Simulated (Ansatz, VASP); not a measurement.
BiTe in VASP and in Ansatz

Contents of POSCAR:

```
BiTe
1.0
    0.0000000000      3.2564244654      3.2564244654
    3.2564244654      0.0000000000      3.2564244654
    3.2564244654      3.2564244654      0.0000000000
Bi Te
1 1
Direct
    0.0000000000      0.0000000000      0.0000000000
    0.5000000000      0.5000000000      0.5000000000
```

INCAR.step1

```
PREC = Accurate ; ENCUT = 520
EDIFF = 1E-5 ; ISMEAR = -1
SIGMA = 0.05 ; LREAL = F
LASPH = T ; NELM = 100
ALGO = Normal ; ISIF = 2
LWAVE = T ; LCHARG = F
GGA = PE ; NBANDS = 18
```

The input INCAR.step2:

```
PREC = Accurate ; ENCUT = 520
EDIFF = 1E-6 ; ISMEAR = -1
SIGMA = 0.05 ; LREAL = F
LASPH = T ; NELM = 100
ALGO = Normal ; ISIF = 2
LWAVE = F ; LCHARG = F
GGA = PE ; LHFCALC = T
HFSCREEN = 0.2079 ; PRECFOCK = Normal
ISTART = 1 ; NBANDS = 18
```

The input KPOINTS:

```
Automatic mesh
0
Gamma
  4 4 4
```

input

```
crystal:
  lattice:
    - [0.0, 3.2564244654, 3.2564244654]
    - [3.2564244654, 0.0, 3.2564244654]
    - [3.2564244654, 3.2564244654, 0.0]
  atoms:
    - { symbol: Bi, position: [0.0, 0.0, 0.0] }
    - { symbol: Te, position: [0.5, 0.5, 0.5] }
hamiltonian:
  xc: hse06
  pseudopotentials: { kind: paw }
kpoints:
  mp_grid: { grid: [4, 4, 4] }
scf:
  occupations: { method: fermi_dirac, width: 0.05 }
output:
  forces: true
  stress: true
  eigenvalues: true
```

Alike in both runs: task single point; functional HSE06; k mesh 4 × 4 × 4; occupations fermi-dirac, width 0.05 eV; no spin polarisation.

```csv
,VASP,Ansatz
version,VASP 6.6.1,Ansatz 0.2.0
potentials or method,"VASP PAW PBE potentials, release 64 (Bi_d, Te)",Ansatz PAW
plane-wave cutoff (eV),520,420
valence electrons in the cell,21,31
```

|  | VASP | Ansatz | Ansatz less VASP |
| --- | --- | --- | --- |
| gap on the k mesh at the Fermi level (eV) | none | none | - |
| pressure (GPa) | -2.3 | -2.2 | +0.15 |

A gap of «none» marks a metal or a gap that the smearing closes. VASP's potentials hold 21 valence electrons a cell and Ansatz's 31, so a difference there can come from the potentials and not from the codes.

The k mesh is coarse, so the values compare programs but aren't converged. Neither program's run includes spin-orbit coupling.
